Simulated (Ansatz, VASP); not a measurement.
## Ge: VASP beside Ansatz

INCAR

```
SYSTEM = Ge
PREC = Accurate
ENCUT = 520
EDIFF = 1E-6
ISMEAR = 0
SIGMA = 0.15
LREAL = .False.
LASPH = .True.
NELM = 100
ALGO = Fast
ISIF = 2
LWAVE = .False.
LCHARG = .True.
GGA = PE
LELF = .True.
LVHAR = .True.
NBANDS = 66
```

File KPOINTS:

```
Automatic mesh
0
Gamma
  15 15 4
  0 0 0
```

Contents of POSCAR:

```
Ge
1.0
    4.1215611567      0.0000000000      0.0000000000
   -2.0607805784      3.5693766649      0.0000000000
    0.0000000000      0.0000000000     12.9783839263
Ge
8
Direct
    0.0000000000      0.0000000000      0.4095866298
    0.0000000000      0.0000000000      0.5904133702
    0.0000000000      0.0000000000      0.9095866298
    0.0000000000      0.0000000000      0.0904133702
    0.3333333333      0.6666666667      0.3442031336
    0.6666666667      0.3333333333      0.6557968664
    0.6666666667      0.3333333333      0.8442031336
    0.3333333333      0.6666666667      0.1557968664
```

Input for Ansatz:

```yaml
crystal:
  lattice:
    - [4.1215611567, 0.0, 0.0]
    - [-2.0607805784, 3.5693766649, 0.0]
    - [0.0, 0.0, 12.9783839263]
  atoms:
    - { symbol: Ge, position: [0.0, 0.0, 0.4095866298] }
    - { symbol: Ge, position: [0.0, 0.0, 0.5904133702] }
    - { symbol: Ge, position: [0.0, 0.0, 0.9095866298] }
    - { symbol: Ge, position: [0.0, 0.0, 0.0904133702] }
    - { symbol: Ge, position: [0.3333333333, 0.6666666667, 0.3442031336] }
    - { symbol: Ge, position: [0.6666666667, 0.3333333333, 0.6557968664] }
    - { symbol: Ge, position: [0.6666666667, 0.3333333333, 0.8442031336] }
    - { symbol: Ge, position: [0.3333333333, 0.6666666667, 0.1557968664] }
basis:
  ecutwfc: 420
kpoints:
  mp_grid: { grid: [15, 15, 4] }
hamiltonian:
  xc: pbe
scf:
  occupations: { method: gaussian, width: 0.15 }
output:
  forces: true
  stress: true
  eigenvalues: true
```

Alike in both runs: task single point; functional PBE; k mesh 15 × 15 × 4; occupations gaussian, width 0.15 eV; no spin polarisation.

|  | VASP | Ansatz |
| --- | --- | --- |
| version | VASP 6.6.1 | Ansatz 0.2.0 |
| potentials or method | VASP PAW PBE potentials, release 64 (Ge_d), cutoff 520 eV | scalar-relativistic, plane waves, PAW |
| valence electrons in the cell | 112 | 112 |

|  | VASP | Ansatz | Ansatz less VASP |
| --- | --- | --- | --- |
| gap on the k mesh at the Fermi level (eV) | none | none | - |
| pressure (GPa) | 0.5 | 0.5 | +0.03 |
| traceless stress, the component that is largest in VASP (GPa) | 5.90 | 5.92 | +0.015 |
| rms of the force components (eV/Å) | 0.548 | 0.549 | +0.0015 |

Atom by atom the forces differ by 0.002 eV/Å (rms over components). A gap of «none» marks a metal or a gap that the smearing closes.
